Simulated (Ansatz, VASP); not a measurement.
# ZrO3 in VASP and in Ansatz

```
CELL_PARAMETERS angstrom
4.18929 0.00000 0.00000
0.00000 2.95409 0.00000
-0.96124 0.00000 7.37855
ATOMIC_POSITIONS crystal
Zr 0.28476 0.75000 0.65179
Zr 0.71524 0.25000 0.34821
O 0.87426 0.75000 0.17591
O 0.12574 0.25000 0.82409
O 0.23786 0.25000 0.44721
O 0.76214 0.75000 0.55279
O 0.52338 0.25000 0.82381
O 0.47662 0.75000 0.17619
```

Alike in both runs: task single point; functional PBE; k mesh 4 × 6 × 4; occupations gaussian, width 0.1 eV; no spin polarisation.

```csv
,VASP,Ansatz
version,VASP 6.6.1,Ansatz 0.2.0
potentials or method,"VASP PAW PBE potentials, release 64 (Zr_sv, O), cutoff 520 eV","scalar-relativistic, plane waves, PAW"
valence electrons in the cell,60,60
```

```tsv
	VASP	Ansatz	Ansatz less VASP
gap on the k mesh at the Fermi level (eV)	2.08	2.11	+0.031
least direct gap on the mesh (eV)	2.15	2.18	+0.027
pressure (GPa)	12.7	12.1	-0.54
traceless stress, the component that is largest in VASP (GPa)	24.80	24.67	-0.127
rms of the force components (eV/Å)	1.036	1.079	+0.0430
```

Atom by atom the forces differ by 0.049 eV/Å (rms over components).
